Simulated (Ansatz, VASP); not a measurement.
One calculation of Zr3SiO8, two programs

```
Zr Si O
1.0
     3.50750    0.00000    0.00000
     0.00000    3.50750    0.00000
     0.00000    0.00000   10.76791
Zr Si O
3 1 8
Cartesian
  0.0000 0.0000 5.3840
  1.7538 1.7538 2.6573
  1.7538 1.7538 8.1106
  0.0000 0.0000 0.0000
  0.0000 1.7538 0.7765
  0.0000 1.7538 6.3977
  0.0000 1.7538 3.6641
  0.0000 1.7538 9.0887
  1.7538 0.0000 1.6792
  1.7538 0.0000 7.1038
  1.7538 0.0000 4.3702
  1.7538 0.0000 9.9915
```

Alike in both runs: functional PBE; k mesh 6 × 6 × 2; occupations gaussian, width 0.1 eV; no spin polarisation.

Ansatz relaxed the structure, and its values are those at the end. VASP's run is a single point on that final structure, the one shown.

|  | VASP | Ansatz |
| --- | --- | --- |
| version | VASP 6.6.1 | Ansatz 0.2.0 |
| potentials or method | VASP PAW PBE potentials, release 64 (Zr_sv, Si, O), cutoff 520 eV | scalar-relativistic, plane waves, PAW |
| valence electrons in the cell | 88 | 88 |

```csv
,VASP,Ansatz,Ansatz less VASP
gap on the k mesh at the Fermi level (eV),1.62,1.64,+0.016
least direct gap on the mesh (eV),1.62,1.64,+0.016
pressure (GPa),0.2,-0.1,-0.38
rms of the force components (eV/Å),0.016,0.003,-0.0129
```
